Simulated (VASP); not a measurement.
# Si (Im-3m) in VASP: further runs

The runs below take Si through single point, with PBE.

Everything below comes from runs of VASP 6.6.1. Logs are shortened: lines on timing, memory, paths and dates and some standing lists are left out, and cuts for length are marked.

**1. The cell of the first run**

Symmetry: Im-3m, No. 229, cubic system. The conventional cell has a = 2.801 Å, b = 2.801 Å, c = 2.801 Å, α = 90.00°, β = 90.00°, γ = 90.00°. Within 3.2 Å of Si (site symmetry m-3m) lie 14 Si at 2.43 to 2.80 Å.

**2. Single point, PBE (volume scaled by 0.75)**

Contents of INCAR:

```
SYSTEM = Si
PREC = Accurate
ENCUT = 520
EDIFF = 1E-6
ISMEAR = -1
SIGMA = 0.05
LREAL = .FALSE.
LASPH = .TRUE.
NELM = 60
ALGO = Normal
ISIF = 2
LWAVE = .FALSE.
LCHARG = .TRUE.
GGA = PE
LELF = .TRUE.
LVHAR = .TRUE.
NBANDS = 8
```

Contents of KPOINTS:

```
regular mesh
0
G
  17 17 17
  0 0 0
```

Contents of POSCAR:

```
Si
1.0
   -1.4002531449      1.4002531449      1.4002531449
    1.4002531449     -1.4002531449      1.4002531449
    1.4002531449      1.4002531449     -1.4002531449
Si
1
Direct
    0.0000000000      0.0000000000      0.0000000000
```

Potentials or basis: VASP PAW PBE potentials, release 64 (Si).

Launch:

```
$ cat potpaw_PBE.64/Si/POTCAR > POTCAR
$ mpirun -np 1 vasp_std > vasp.out
```

OUTCAR:

```text
SYSTEM = Si
   PREC = Accurate
   ENCUT = 520
   EDIFF = 1E-6
   ISMEAR = -1
   LREAL = .FALSE.
   LASPH = .TRUE.
   NELM = 60
   ISIF = 2
   GGA = PE

 ion  position               nearest neighbor table
   1  0.000  0.000  0.000-

  LATTYP: Found a body centered cubic cell.
 ALAT       =     2.8005062898

  Lattice vectors:

 A1 = (  -1.4002531449,   1.4002531449,   1.4002531449)
 A2 = (   1.4002531449,  -1.4002531449,   1.4002531449)
 A3 = (   1.4002531449,   1.4002531449,  -1.4002531449)

Analysis of symmetry for initial positions (statically):
=====================================================================
 Subroutine PRICEL returns:
 Original cell was already a primitive cell.

 Routine SETGRP: Setting up the symmetry group for a
 body centered cubic supercell.

 Subroutine GETGRP returns: Found 48 space group operations
 (whereof 48 operations were pure point group operations)
 out of a pool of 48 trial point group operations.

The static configuration has the point symmetry O_h .

Analysis of symmetry for dynamics (positions and initial velocities):
=====================================================================
 Subroutine PRICEL returns:
 Original cell was already a primitive cell.

 Routine SETGRP: Setting up the symmetry group for a
 body centered cubic supercell.

 Subroutine GETGRP returns: Found 48 space group operations
 (whereof 48 operations were pure point group operations)
 out of a pool of 48 trial point group operations.

The dynamic configuration has the point symmetry O_h .

 Subroutine INISYM returns: Found 48 space group operations
 (whereof 48 operations are pure point group operations),
 and found     1 'primitive' translations

----------------------------------------------------------------------------------------

                                     Primitive cell

  volume of cell :      10.9820

  direct lattice vectors                    reciprocal lattice vectors
    -1.400253145  1.400253145  1.400253145     0.000000000  0.357078291  0.357078291
     1.400253145 -1.400253145  1.400253145     0.357078291  0.000000000  0.357078291
     1.400253145  1.400253145 -1.400253145     0.357078291  0.357078291  0.000000000

  length of vectors
     2.425309590  2.425309590  2.425309590     0.504984962  0.504984962  0.504984962

  position of ions in fractional coordinates (direct lattice)
     0.000000000  0.000000000  0.000000000

  ion indices of the primitive-cell ions
   primitive index   ion index
                 1           1

----------------------------------------------------------------------------------------

 KPOINTS: regular mesh

Automatic generation of k-mesh.
 Grid dimensions read from file:
 generate k-points for:   17   17   17

 Generating k-lattice:

  Cartesian coordinates                     Fractional coordinates (reciprocal lattice)
     0.000000000  0.021004605  0.021004605     0.058823529  0.000000000  0.000000000
     0.021004605  0.000000000  0.021004605     0.000000000  0.058823529  0.000000000
     0.021004605  0.021004605  0.000000000     0.000000000  0.000000000  0.058823529

  Length of vectors
     0.029704998  0.029704998  0.029704998

  Shift w.r.t. Gamma in fractional coordinates (k-lattice)
     0.000000000  0.000000000  0.000000000

 Subroutine IBZKPT returns following result:
 ===========================================

 Found    165 irreducible k-points:

 Following reciprocal coordinates:
            Coordinates               Weight
  0.000000  0.000000  0.000000      1.000000
  0.058824  0.000000  0.000000     12.000000
  0.117647  0.000000  0.000000     12.000000
  0.176471  0.000000  0.000000     12.000000
  0.235294  0.000000  0.000000     12.000000
  0.294118  0.000000  0.000000     12.000000
[... 16 lines left out ...]
  0.411765  0.117647  0.000000     48.000000
  0.176471  0.176471  0.000000     24.000000
 [... further k-points ...]
   k-points           NKPTS =    165   k-points in BZ     NKDIM =    165   number of bands    NBANDS=      8
   number of dos      NEDOS =    301   number of ions     NIONS =      1
   total plane-waves  NPLWV =   5832
   dimension x,y,z NGX =    18 NGY =   18 NGZ =   18
   dimension x,y,z NGXF=    36 NGYF=   36 NGZF=   36
   ions per type =               1
   NGX,Y,Z   is equivalent  to a cutoff of  12.34, 12.34, 12.34 a.u.
   NGXF,Y,Z  is equivalent  to a cutoff of  24.68, 24.68, 24.68 a.u.
 SYSTEM =  Si
   PREC   = accura    normal or accurate (medium, high low for compatibility)
   ISTART =      0    job   : 0-new  1-cont  2-samecut
   ICHARG =      2    charge: 1-file 2-atom 10-const
   ISPIN  =      1    spin polarized calculation?
   LNONCOLLINEAR =      F non collinear calculations
   LSORBIT =      F    spin-orbit coupling
   LASPH  =      T    aspherical Exc in radial PAW
   ENCUT  =  520.0 eV  38.22 Ry    6.18 a.u.   4.51  4.51  4.51*2*pi/ulx,y,z
   NELM   =     60;   NELMIN=  2; NELMDL= -5     # of ELM steps
   EDIFF  = 0.1E-05   stopping-criterion for ELM
   LREAL  =      F    real-space projection
   EDIFFG = 0.1E-04   stopping-criterion for IOM
   NSW    =      0    number of steps for IOM
   IBRION =     -1    ionic relax: 0-MD 1-quasi-New 2-CG
   NFREE  =      0    steps in history (QN), initial steepest desc. (CG)
   ISIF   =      2    stress and relaxation
   ISYM   =      2    0-nonsym 1-usesym 2-fastsym
   POTIM  = 0.5000    time-step for ionic-motion
   TEBEG  =    0.0;   TEEND  =   0.0 temperature during run
   PSTRESS=    0.0 pullay stress
   NELECT =       4.0000    total number of electrons
   NUPDOWN=      -1.0000    fix difference up-down
   EMIN   =  10.00;   EMAX   =-10.00  energy-range for DOS
   EFERMI =   0.00;   METHOD = LEGACY
   ISMEAR =    -1;   SIGMA  =   0.05  broadening in eV -4-tet -1-fermi 0-gaus
   EFERMI_NEDOS =   21; number of points for ismear=-14 and -15
   IALGO  =     38    algorithm
   IMIX   =      4    mixing-type and parameters
     AMIX     =   0.40;   BMIX     =  1.00
     AMIX_MAG =   1.60;   BMIX_MAG =  1.00
  volume/ion in A,a.u.               =      10.98        74.11
  Fermi-wavevector in a.u.,A,eV,Ry     =   1.169145  2.209363 18.597795  1.366899
  Thomas-Fermi vector in A             =   2.305622
   LORBIT       =      0    0 simple, 1 ext, 2 COOP (PROOUT), +10 PAW based schemes
   GGA     = PE    functional components
   LHFCALC =     F    Hartree Fock is set to
   AEXX    =    0.0000 exact exchange contribution
   IVDW    =     0    specifies the selected vdW correction
   LEPSILON=     F    determine dielectric tensor
   LRPA    =     F    only Hartree local field effects (RPA)
 non-spin polarized calculation
  energy-cutoff  :      520.00
  volume of cell :       10.98
 maximum number of plane-waves:       321
 NGX is ok and might be reduce to    18
   NGX =  9   NGY =  9   NGZ =  9

 number of electron       4.0000000 magnetization

 Free energy of the ion-electron system (eV)
  ---------------------------------------------------
  ext. energy  EPLUGINS =         0.00000000
  ---------------------------------------------------
  free energy    TOTEN  =        -4.46499602 eV

  energy without entropy =       -4.46200721  energy(sigma->0) =       -4.46350162

 E-fermi :  14.0714     XC(G=0): -12.3460

 val. band max:       14.0532420497   @ k =  -0.4118   0.4118   0.4118
 cond. band min:      14.0781436956   @ k =   0.2941   0.1765   0.1765
 fundamental gap:      0.0249016460
 Fermi energy:        14.0714177709

 k-point     1 :       0.0000    0.0000    0.0000
  band No.  band energies     occupation
      1      -3.0099      2.00000
      2      27.9999      0.00000
      3      27.9999      0.00000
      4      27.9999      0.00000
      5      29.7832      0.00000
      6      29.7832      0.00000
      7      29.7832      0.00000
      8      32.3797      0.00000

 k-point     2 :       0.0588    0.0000    0.0000
  band No.  band energies     occupation
      1      -2.8816      2.00000
      2      26.4431      0.00000
      3      27.0363      0.00000
      4      27.5386      0.00000
      5      29.3702      0.00000
      6      30.5110      0.00000
      7      30.9578      0.00000
      8      31.3762      0.00000

 k-point     3 :       0.1176    0.0000    0.0000
  band No.  band energies     occupation
      1      -2.4972      2.00000
      2      23.6357      0.00000
      3      25.7095      0.00000
      4      26.4949      0.00000
      5      28.4191      0.00000
      6      30.0446      0.00000
      7      31.5770      0.00000
      8      32.5767      0.00000

 k-point     4 :       0.1765    0.0000    0.0000
  band No.  band energies     occupation
      1      -1.8585      2.00000
      2      20.5731      0.00000
      3      24.5274      0.00000
      4      25.3190      0.00000
      5      27.3489      0.00000
      6      29.0342      0.00000
      7      32.5603      0.00000
      8      33.0111      0.00000

 k-point     5 :       0.2353    0.0000    0.0000
  band No.  band energies     occupation
      1      -0.9682      2.00000
      2      17.5472      0.00000
      3      23.5356      0.00000
      4      24.2274      0.00000
      5      26.3632      0.00000
      6      28.1525      0.00000
      7      33.6595      0.00000
      8      33.6624      0.00000
[... 177 lines left out ...]
 k-point    22 :       0.3529    0.1176   -0.0000
  band No.  band energies     occupation
      1       3.5356      2.00000
      2       9.8009      2.00000
      3      17.7415      0.00000
      4      21.6261      0.00000
      5      26.3988      0.00000
      6      29.7736      0.00000
      7      34.4239      0.00000
      8      38.4040      0.00000

 k-point    23 :       0.4118    0.1176    0.0000
  band No.  band energies     occupation
      1       5.3476      2.00000
      2       7.5452      2.00000
      3      17.5115      0.00000
      4      21.4111      0.00000
      5      26.1813      0.00000
      6      29.6630      0.00000
      7      35.6141      0.00000
      8      37.6671      0.00000

 k-point    24 :       0.1765    0.1765    0.0000
  band No.  band energies     occupation
      1       0.4217      2.00000
      2      16.5084      0.00000
      3      17.2055      0.00000
      4      22.6350      0.00000
      5      28.8905      0.00000
      6      29.1581      0.00000
      7      34.4211      0.00000
      8      34.8898      0.00000

 [... further k-points ...]
[... 5 lines left out ...]
  --------------------------------------------------------------------------------------
  -------------------------------------------------------------------------------------
  Total        3.3722420      3.3722420      3.3722420      0.0000000      0.0000000      0.0000000
  in kB      491.9825017    491.9825017    491.9825017      0.0000000      0.0000000      0.0000000
  external PRESSURE =     491.9825017 kB  Pullay stress =       0.0000000 kB

 VOLUME and BASIS-vectors are now :
 -----------------------------------------------------------------------------
  energy-cutoff  :      520.00
  volume of cell :       10.98
      direct lattice vectors                 reciprocal lattice vectors
    -1.400253145  1.400253145  1.400253145     0.000000000  0.357078291  0.357078291
     1.400253145 -1.400253145  1.400253145     0.357078291  0.000000000  0.357078291
     1.400253145  1.400253145 -1.400253145     0.357078291  0.357078291  0.000000000

 POSITION                                       TOTAL-FORCE (eV/Angst)
 -----------------------------------------------------------------------------------
      0.00000      0.00000      0.00000         0.000000      0.000000     -0.000000
 -----------------------------------------------------------------------------------
    total drift:                                0.000000     -0.000000     -0.000000

  FREE ENERGIE OF THE ION-ELECTRON SYSTEM (eV)
  ---------------------------------------------------
  free  energy   TOTEN  =        -4.4649960168 eV

  energy  without entropy=       -4.4620072142  energy(sigma->0) =       -4.46350162
```

Wall time 4.4 s (1 thread of Intel Xeon 6975P-C (Granite Rapids), shared host); peak memory 0.12 GiB.

What came out:

```yaml
Free_energy: -4.4650 eV
Pressure: 49.2 GPa
Band_gap_on_the_k_mesh: zero (band 2 reaches 28.00 eV, above the bottom of band 3 at 9.92 eV)
```

**3. Single point, PBE (volume scaled by 0.85)**

Contents of INCAR:

```
PREC = Accurate
ENCUT = 520
EDIFF = 1E-6
ISMEAR = -1
SIGMA = 0.05
LREAL = False
LASPH = True
NELM = 80
ALGO = Normal
ISIF = 2
LWAVE = False
LCHARG = False
GGA = PE
NBANDS = 8
```

Contents of KPOINTS:

```
Automatic mesh
0
Gamma
  17 17 17
```

Contents of POSCAR:

```
Si
1.0
   -1.4599089718      1.4599089718      1.4599089718
    1.4599089718     -1.4599089718      1.4599089718
    1.4599089718      1.4599089718     -1.4599089718
Si
1
Direct
    0.0000000000      0.0000000000      0.0000000000
```

Potentials or basis: VASP PAW PBE potentials, release 64 (Si).

Launch:

```
$ cat potpaw_PBE.64/Si/POTCAR > POTCAR
$ mpirun -np 1 vasp_std > vasp.out
```

It took 5 s on 1 thread of Intel Xeon 6975P-C (Granite Rapids), shared host; peak memory 0.12 GiB.

Results (log left out):

* Free energy: -4.7765 eV
* Pressure: 21.4 GPa
* Band gap on the k mesh: zero (band 2 reaches 25.44 eV, above the bottom of band 3 at 7.84 eV)

Levels at points of the mesh, in eV from the Fermi level:
```tsv
k point	band 1	band 2	band 3	band 4	band 5
(0.00, 0.00, 0.00)	-15.73	13.33	13.33	13.33	13.71
```

[end of part 1 of 2]
